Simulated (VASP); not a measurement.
# Lu2NF3 (P-4m2) in VASP: notebook

Lu2NF3 is run at these levels: PBE; tasks: single point, relaxation of cell and atoms.

Program: VASP 6.6.1. These are calculated values, not measurements. Logs are shortened: lines on timing, memory, paths and dates and some standing lists are left out, and cuts for length are marked.

## 1. The cell of the first run

Symmetry: P-4m2, No. 115, tetragonal system. The conventional cell has a = 3.827 Å, b = 3.827 Å, c = 5.493 Å, α = 90.00°, β = 90.00°, γ = 90.00°. Within 3.0 Å of Lu (site symmetry 2mm) lie 2 N at 2.25 Å and 6 F at 2.25 to 2.47 Å. N (site symmetry -4m2) has 4 Lu at 2.25 Å and 6 F at 2.71 to 2.75 Å within 3.0 Å. F (site symmetry -4m2) has 4 Lu at 2.25 Å and 4 N at 2.71 Å and 2 F at 2.75 Å within 3.0 Å. F (site symmetry -4m2) has 4 Lu at 2.47 Å and 6 F at 2.71 to 2.75 Å within 3.3 Å. F (site symmetry -4m2) has 4 Lu at 2.47 Å and 4 F at 2.71 Å and 2 N at 2.75 Å within 3.3 Å.

## 2. Single point, PBE

The input, INCAR:

```
ALGO     = Normal         # electronic algorithm
EDIFF    = 1E-6           # SCF threshold, eV
ENCUT    = 520            # plane-wave cutoff, eV
GGA      = PE             # functional
ISIF     = 2              # what is computed and relaxed
ISMEAR   = 0              # smearing method
LASPH    = T              # aspherical terms in the spheres
LCHARG   = F              # write CHGCAR
LREAL    = F              # projectors in reciprocal space
LWAVE    = F              # write WAVECAR
NBANDS   = 47             # bands
NELM     = 60             # most SCF steps
PREC     = Accurate       # precision mode
SIGMA    = 0.15           # smearing width, eV
```

The input, KPOINTS:

```
k-points
0
Gamma
  3 3 2
```

The input, POSCAR:

```
Lu2NF3
1.0
    3.8267295599      0.0000000000      0.0000000000
    0.0000000000      3.8267295599      0.0000000000
    0.0000000000      0.0000000000      5.4929732238
Lu N F
2 1 3
Direct
    0.5000000000      0.0000000000      0.2152519334
    0.0000000000      0.5000000000      0.7847480666
    0.0000000000      0.0000000000      0.0000000000
    0.5000000000      0.5000000000      0.0000000000
    0.5000000000      0.5000000000      0.5000000000
    0.0000000000      0.0000000000      0.5000000000
```

Potentials or basis: VASP PAW PBE potentials, release 64 (Lu, N, F).

On the command line:

```console
$ cat potpaw_PBE.64/Lu/POTCAR potpaw_PBE.64/N/POTCAR potpaw_PBE.64/F/POTCAR > POTCAR
$ mpirun -np 1 vasp_std > vasp.out
```

OUTCAR:

```text
EDIFF = 1E-6
   ENCUT = 520
   GGA = PE
   ISIF = 2
   ISMEAR = 0
   LASPH = T
   LREAL = F
   NELM = 60
   PREC = Accurate

 ion  position               nearest neighbor table
   1  0.500  0.000  0.215-   3 2.25   4 2.25   4 2.25   3 2.25   5 2.47   5 2.47   6 2.47   6 2.47
                             2 3.59   2 3.59   2 3.59   2 3.59
   2  0.000  0.500  0.785-   3 2.25   4 2.25   3 2.25   4 2.25   5 2.47   6 2.47   6 2.47   5 2.47
                             1 3.59   1 3.59   1 3.59   1 3.59
   3  0.000  0.000  0.000-   1 2.25   2 2.25   2 2.25   1 2.25
   4  0.500  0.500  0.000-   1 2.25   2 2.25   1 2.25   2 2.25
   5  0.500  0.500  0.500-   1 2.47   2 2.47   1 2.47   2 2.47
   6  0.000  0.000  0.500-   1 2.47   2 2.47   2 2.47   1 2.47

  LATTYP: Found a simple tetragonal cell.
 ALAT       =     3.8267295599
 C/A-ratio  =     1.4354223725

  Lattice vectors:

 A1 = (   3.8267295599,   0.0000000000,   0.0000000000)
 A2 = (   0.0000000000,   3.8267295599,   0.0000000000)
 A3 = (   0.0000000000,   0.0000000000,   5.4929732238)

Analysis of symmetry for initial positions (statically):
=====================================================================
 Subroutine PRICEL returns:
 Original cell was already a primitive cell.

 Routine SETGRP: Setting up the symmetry group for a
 simple tetragonal supercell.

 Subroutine GETGRP returns: Found  8 space group operations
 (whereof  8 operations were pure point group operations)
 out of a pool of 16 trial point group operations.

The static configuration has the point symmetry D_2d.

Analysis of symmetry for dynamics (positions and initial velocities):
=====================================================================
 Subroutine PRICEL returns:
 Original cell was already a primitive cell.

 Routine SETGRP: Setting up the symmetry group for a
 simple tetragonal supercell.

 Subroutine GETGRP returns: Found  8 space group operations
 (whereof  8 operations were pure point group operations)
 out of a pool of 16 trial point group operations.

The dynamic configuration has the point symmetry D_2d.

 Subroutine INISYM returns: Found  8 space group operations
 (whereof  8 operations are pure point group operations),
 and found     1 'primitive' translations

----------------------------------------------------------------------------------------

                                     Primitive cell

  volume of cell :      80.4383

  direct lattice vectors                    reciprocal lattice vectors
     3.826729560  0.000000000  0.000000000     0.261319747  0.000000000  0.000000000
     0.000000000  3.826729560  0.000000000     0.000000000  0.261319747  0.000000000
     0.000000000  0.000000000  5.492973224     0.000000000  0.000000000  0.182050769

  length of vectors
     3.826729560  3.826729560  5.492973224     0.261319747  0.261319747  0.182050769

  position of ions in fractional coordinates (direct lattice)
     0.500000000  0.000000000  0.215251933
     0.000000000  0.500000000  0.784748067
     0.000000000  0.000000000  0.000000000
     0.500000000  0.500000000  0.000000000
     0.500000000  0.500000000  0.500000000
     0.000000000  0.000000000  0.500000000

  ion indices of the primitive-cell ions
   primitive index   ion index
                 1           1
                 2           2
                 3           3
                 4           4
                 5           5
                 6           6

----------------------------------------------------------------------------------------

 KPOINTS: k-points

Automatic generation of k-mesh.
 Grid dimensions read from file:
 generate k-points for:    3    3    2

 Generating k-lattice:

  Cartesian coordinates                     Fractional coordinates (reciprocal lattice)
     0.087106582  0.000000000  0.000000000     0.333333333  0.000000000  0.000000000
     0.000000000  0.087106582  0.000000000     0.000000000  0.333333333  0.000000000
     0.000000000  0.000000000  0.091025385     0.000000000  0.000000000  0.500000000

  Length of vectors
     0.087106582  0.087106582  0.091025385

  Shift w.r.t. Gamma in fractional coordinates (k-lattice)
     0.000000000  0.000000000  0.000000000

 Subroutine IBZKPT returns following result:
 ===========================================

 Found      6 irreducible k-points:

 Following reciprocal coordinates:
            Coordinates               Weight
  0.000000  0.000000  0.000000      1.000000
  0.333333  0.000000  0.000000      4.000000
  0.333333  0.333333  0.000000      4.000000
  0.000000  0.000000  0.500000      1.000000
  0.333333  0.000000  0.500000      4.000000
  0.333333  0.333333  0.500000      4.000000
   k-points           NKPTS =      6   k-points in BZ     NKDIM =      6   number of bands    NBANDS=     47
   number of dos      NEDOS =    301   number of ions     NIONS =      6
   total plane-waves  NPLWV =  32928
   dimension x,y,z NGX =    28 NGY =   28 NGZ =   42
   dimension x,y,z NGXF=    56 NGYF=   56 NGZF=   84
   ions per type =               2   1   3
   NGX,Y,Z   is equivalent  to a cutoff of  12.16, 12.16, 12.71 a.u.
   NGXF,Y,Z  is equivalent  to a cutoff of  24.33, 24.33, 25.42 a.u.
 SYSTEM =  unknown system
   PREC   = accura    normal or accurate (medium, high low for compatibility)
   ISTART =      0    job   : 0-new  1-cont  2-samecut
   ICHARG =      2    charge: 1-file 2-atom 10-const
   ISPIN  =      1    spin polarized calculation?
   LNONCOLLINEAR =      F non collinear calculations
   LSORBIT =      F    spin-orbit coupling
   LASPH  =      T    aspherical Exc in radial PAW
   ENCUT  =  520.0 eV  38.22 Ry    6.18 a.u.   7.12  7.12 10.21*2*pi/ulx,y,z
   NELM   =     60;   NELMIN=  2; NELMDL= -5     # of ELM steps
   EDIFF  = 0.1E-05   stopping-criterion for ELM
   LREAL  =      F    real-space projection
   EDIFFG = 0.1E-04   stopping-criterion for IOM
   NSW    =      0    number of steps for IOM
   IBRION =     -1    ionic relax: 0-MD 1-quasi-New 2-CG
   NFREE  =      0    steps in history (QN), initial steepest desc. (CG)
   ISIF   =      2    stress and relaxation
   ISYM   =      2    0-nonsym 1-usesym 2-fastsym
   POTIM  = 0.5000    time-step for ionic-motion
   TEBEG  =    0.0;   TEEND  =   0.0 temperature during run
   PSTRESS=    0.0 pullay stress
   NELECT =      76.0000    total number of electrons
   NUPDOWN=      -1.0000    fix difference up-down
   EMIN   =  10.00;   EMAX   =-10.00  energy-range for DOS
   EFERMI =   0.00;   METHOD = LEGACY
   ISMEAR =     0;   SIGMA  =   0.15  broadening in eV -4-tet -1-fermi 0-gaus
   EFERMI_NEDOS =   21; number of points for ismear=-14 and -15
   IALGO  =     38    algorithm
   IMIX   =      4    mixing-type and parameters
     AMIX     =   0.40;   BMIX     =  1.00
     AMIX_MAG =   1.60;   BMIX_MAG =  1.00
  volume/ion in A,a.u.               =      13.41        90.47
  Fermi-wavevector in a.u.,A,eV,Ry     =   1.606417  3.035688 35.110872  2.580576
  Thomas-Fermi vector in A             =   2.702608
   LORBIT       =      0    0 simple, 1 ext, 2 COOP (PROOUT), +10 PAW based schemes
   GGA     = PE    functional components
   LHFCALC =     F    Hartree Fock is set to
   AEXX    =    0.0000 exact exchange contribution
   IVDW    =     0    specifies the selected vdW correction
   LEPSILON=     F    determine dielectric tensor
   LRPA    =     F    only Hartree local field effects (RPA)
 non-spin polarized calculation
 Gauss-broadening in eV      SIGMA  =   0.15
  energy-cutoff  :      520.00
  volume of cell :       80.44
 maximum number of plane-waves:      2176
   NGX = 15   NGY = 15   NGZ = 21

 number of electron      75.9999997 magnetization

 Free energy of the ion-electron system (eV)
  ---------------------------------------------------
  ext. energy  EPLUGINS =         0.00000000
  ---------------------------------------------------
  free energy    TOTEN  =       -41.31105224 eV

  energy without entropy =      -41.31105224  energy(sigma->0) =      -41.31105224

 E-fermi :   3.3869     XC(G=0): -11.0281

 val. band max:        2.5552448870   @ k =   0.3333   0.3333   0.0000
 cond. band min:       5.0870915433   @ k =   0.0000   0.0000   0.0000
 fundamental gap:      2.5318466563
 Fermi energy:         3.3869474368

 k-point     1 :       0.0000    0.0000    0.0000
  band No.  band energies     occupation
      1     -52.5762      2.00000
      2     -52.5589      2.00000
      3     -24.3127      2.00000
      4     -23.5255      2.00000
      5     -23.5255      2.00000
      6     -23.2391      2.00000
[... 39 lines left out ...]
     46       9.8592      0.00000
     47      10.9056      0.00000

 k-point     2 :       0.3333    0.0000    0.0000
  band No.  band energies     occupation
      1     -52.5694      2.00000
      2     -52.5607      2.00000
      3     -24.4858      2.00000
      4     -23.7004      2.00000
      5     -23.5128      2.00000
      6     -23.3290      2.00000
[... 39 lines left out ...]
     46       9.8728      0.00000
     47      10.6326      0.00000

 k-point     3 :       0.3333    0.3333    0.0000
  band No.  band energies     occupation
      1     -52.5648      2.00000
      2     -52.5604      2.00000
      3     -24.7487      2.00000
      4     -23.5510      2.00000
      5     -23.5504      2.00000
      6     -23.3786      2.00000
[... 39 lines left out ...]
     46       9.6850      0.00000
     47      10.4785      0.00000

 k-point     4 :       0.0000    0.0000    0.5000
  band No.  band energies     occupation
      1     -52.5742      2.00000
      2     -52.5609      2.00000
      3     -24.1685      2.00000
      4     -23.6458      2.00000
      5     -23.5217      2.00000
      6     -23.5217      2.00000
[... 39 lines left out ...]
     46      10.0126      0.00000
     47      10.6126      0.00000

 k-point     5 :       0.3333    0.0000    0.5000
  band No.  band energies     occupation
      1     -52.5684      2.00000
      2     -52.5617      2.00000
      3     -24.5414      2.00000
      4     -23.6050      2.00000
      5     -23.5117      2.00000
      6     -23.3703      2.00000
[... 39 lines left out ...]
     46       9.8884      0.00000
     47      10.1927      0.00000

 k-point     6 :       0.3333    0.3333    0.5000
  band No.  band energies     occupation
      1     -52.5643      2.00000
      2     -52.5609      2.00000
      3     -24.6819      2.00000
      4     -23.8100      2.00000
      5     -23.4144      2.00000
      6     -23.4006      2.00000
[... 39 lines left out ...]
     46      10.0570      0.00000
     47      10.4505      0.00000

------------------------ aborting loop because EDIFF is reached ----------------------------------------

  FORCE on cell =-STRESS in cart. coord.  units (eV):
  Direction    XX          YY          ZZ          XY          YZ          ZX
  --------------------------------------------------------------------------------------
  -------------------------------------------------------------------------------------
  Total        0.3267718      0.3267718      0.3214334      0.0000000      0.0000000      0.0000000
  in kB        6.5086672      6.5086672      6.4023367      0.0000000      0.0000000      0.0000000
  external PRESSURE =       6.4732237 kB  Pullay stress =       0.0000000 kB

 VOLUME and BASIS-vectors are now :
 -----------------------------------------------------------------------------
  energy-cutoff  :      520.00
  volume of cell :       80.44
      direct lattice vectors                 reciprocal lattice vectors
     3.826729560  0.000000000  0.000000000     0.261319747  0.000000000  0.000000000
     0.000000000  3.826729560  0.000000000     0.000000000  0.261319747  0.000000000
     0.000000000  0.000000000  5.492973224     0.000000000  0.000000000  0.182050769

 POSITION                                       TOTAL-FORCE (eV/Angst)
 -----------------------------------------------------------------------------------
      1.91336      0.00000      1.18237         0.000000      0.000000      0.073278
      0.00000      1.91336      4.31060        -0.000000      0.000000     -0.073278
      0.00000      0.00000      0.00000         0.000000      0.000000      0.000000
      1.91336      1.91336      0.00000         0.000000      0.000000      0.000000
      1.91336      1.91336      2.74649         0.000000     -0.000000      0.000000
      0.00000      0.00000      2.74649         0.000000      0.000000      0.000000
 -----------------------------------------------------------------------------------
    total drift:                                0.000000      0.000000     -0.000000

  FREE ENERGIE OF THE ION-ELECTRON SYSTEM (eV)
  ---------------------------------------------------
  free  energy   TOTEN  =       -41.3110522447 eV

  energy  without entropy=      -41.3110522447  energy(sigma->0) =      -41.31105224
```

It took 36 s on 1 thread of Intel Xeon 6975P-C (Granite Rapids), shared host; peak memory 0.18 GiB.

What came out:

- Free energy: -41.3111 eV
- Pressure: 0.6 GPa
- Largest force: 0.073 eV/Å
- Band gap on the k mesh: 2.53 eV, indirect (least direct gap 2.97 eV)

Forces on the atoms (eV/Å):
```
Lu   0.000  0.000  0.073
Lu   0.000  0.000 -0.073
N    0.000  0.000  0.000
F    0.000  0.000  0.000
F    0.000  0.000  0.000
F    0.000  0.000  0.000
```

Caveat: the k points lie up to 0.57 Å⁻¹ apart; spin-orbit coupling is left out, which moves the levels of the heavy elements. A k mesh can miss the band edges.

## 3. Relaxation of cell and atoms, PBE

This run uses another cell than the first one, of 14.64 Å³/atom, 1.092 times its volume.

The input, INCAR:

```
PREC = Accurate
ENCUT = 600
EDIFF = 1E-6
ISMEAR = 0
SIGMA = 0.15
LREAL = False
LASPH = True
NELM = 100
ALGO = Normal
ISIF = 3
LWAVE = False
LCHARG = False
GGA = PE
IBRION = 2
NSW = 36
EDIFFG = -0.08
```

The input, KPOINTS:

```
Automatic mesh
0
Gamma
  3 3 2
```

The input, POSCAR:

```
Lu2NF3
1.0
    3.9600000000      0.0000000000      0.0000000000
    0.0000000000      3.9600000000      0.0000000000
    0.0000000000      0.0000000000      5.6000000000
Lu N F
2 1 3
Direct
    0.5000000000      0.0000000000      0.2400000000
    0.0000000000      0.5000000000      0.7600000000
    0.0000000000      0.0000000000      0.0000000000
    0.5000000000      0.5000000000      0.0000000000
    0.5000000000      0.5000000000      0.5000000000
    0.0000000000      0.0000000000      0.5000000000
```

Potentials or basis: VASP PAW PBE potentials, release 64 (Lu, N, F).

On the command line:

```console
$ cat potpaw_PBE.64/Lu/POTCAR potpaw_PBE.64/N/POTCAR potpaw_PBE.64/F/POTCAR > POTCAR
$ mpirun -np 1 vasp_std > vasp.out
```

OUTCAR:

```text
PREC = Accurate
   ENCUT = 600
   EDIFF = 1E-6
   ISMEAR = 0
   LREAL = False
   LASPH = True
   NELM = 100
   ISIF = 3
   GGA = PE
   IBRION = 2
   NSW = 36
   EDIFFG = -0.08

 ion  position               nearest neighbor table
   1  0.500  0.000  0.240-   3 2.39   4 2.39   4 2.39   3 2.39   5 2.46   5 2.46   6 2.46   6 2.46

   2  0.000  0.500  0.760-   3 2.39   4 2.39   3 2.39   4 2.39   5 2.46   6 2.46   6 2.46   5 2.46

   3  0.000  0.000  0.000-   1 2.39   2 2.39   2 2.39   1 2.39
   4  0.500  0.500  0.000-   1 2.39   2 2.39   1 2.39   2 2.39
   5  0.500  0.500  0.500-   1 2.46   2 2.46   1 2.46   2 2.46
   6  0.000  0.000  0.500-   1 2.46   2 2.46   2 2.46   1 2.46

  LATTYP: Found a simple tetragonal cell.
 ALAT       =     3.9600000000
 C/A-ratio  =     1.4141414141

  Lattice vectors:

[... 210 lines left out ...]

 E-fermi :   3.7978     XC(G=0): -11.3432

 val. band max:        2.9402271379   @ k =   0.3333   0.3333   0.0000
 cond. band min:       5.7043245262   @ k =   0.0000   0.0000   0.0000
 fundamental gap:      2.7640973884
 Fermi energy:         3.7978061878

 k-point     1 :       0.0000    0.0000    0.0000
  band No.  band energies     occupation
      1     -52.0172      2.00000
      2     -51.9923      2.00000
      3     -24.1384      2.00000
      4     -23.0176      2.00000
      5     -23.0176      2.00000
      6     -22.7002      2.00000
[... 396 lines left out ...]
--------------------------------------- Ionic step        5  -------------------------------------------

 number of electron      75.9999999 magnetization

 Free energy of the ion-electron system (eV)
  ---------------------------------------------------
  ext. energy  EPLUGINS =         0.00000000
  ---------------------------------------------------
  free energy    TOTEN  =       -41.33803715 eV

  energy without entropy =      -41.33803715  energy(sigma->0) =      -41.33803715

 E-fermi :   3.2852     XC(G=0): -11.0277

 val. band max:        2.5758552549   @ k =   0.3333   0.3333   0.0000
 cond. band min:       5.0869271102   @ k =   0.0000   0.0000   0.0000
 fundamental gap:      2.5110718553
 Fermi energy:         3.2852465627

 k-point     1 :       0.0000    0.0000    0.0000
  band No.  band energies     occupation
      1     -52.5781      2.00000
      2     -52.5606      2.00000
      3     -24.3114      2.00000
      4     -23.5275      2.00000
      5     -23.5275      2.00000
      6     -23.2427      2.00000
[... 310 lines left out ...]
  FREE ENERGIE OF THE ION-ELECTRON SYSTEM (eV)
  ---------------------------------------------------
  free  energy   TOTEN  =       -41.3380371537 eV

  energy  without entropy=      -41.3380371537  energy(sigma->0) =      -41.33803715

 reached required accuracy - stopping structural energy minimisation
```

It took 2.9 min on 1 thread of Intel Xeon 6975P-C (Granite Rapids), shared host; peak memory 0.24 GiB.

Results:

- Free energy: -41.3380 eV
- Relaxed volume: 13.41 Å³/atom
- Relaxed cell: a = 3.833 Å, b = 3.833 Å, c = 5.476 Å, α = 90.00°, β = 90.00°, γ = 90.00°
- Space group after relaxing (to 0.05 Å): P-4m2 (No. 115)
- Energy gained by relaxing: 119.1 meV/atom
- Ionic steps: 5
- Pressure after relaxing: 0.4 GPa
- Largest force after relaxing: 0.078 eV/Å
- Band gap on the k mesh: 2.51 eV, indirect (least direct gap 2.98 eV)

Forces in eV/Å, atoms in the order of the input:
```
Lu   0.000  0.000  0.078
Lu   0.000  0.000 -0.078
N    0.000  0.000  0.000
F    0.000  0.000  0.000
F    0.000  0.000  0.000
F    0.000  0.000  0.000
```

The path:
```csv
step,energy change (eV),largest force (eV/Å),pressure (GPa),volume (Å³)
1,0.0000,3.0607,-10.63,87.82
2,-0.5822,0.6935,9.06,76.04
3,-0.6848,0.5547,1.95,79.02
4,-0.6848,0.4896,2.29,78.85
5,-0.7148,0.0784,0.38,80.44
```

Final structure:
```
Lu N F
1.0
     3.83280    0.00000    0.00000
     0.00000    3.83280    0.00000
     0.00000    0.00000    5.47587
Lu N F
2 1 3
Cartesian
  1.9164 0.0000 1.1784
  0.0000 1.9164 4.2975
  0.0000 0.0000 0.0000
  1.9164 1.9164 0.0000
  1.9164 1.9164 2.7379
  0.0000 0.0000 2.7379
```

Caveat: the k points lie up to 0.57 Å⁻¹ apart in the final cell; spin-orbit coupling is left out, which moves the levels of the heavy elements; the relaxation stopped at a loose force limit of 0.08 eV/Å, so its end isn't a converged minimum. A k mesh can miss the band edges.

(Continued in part 2 of 2.)
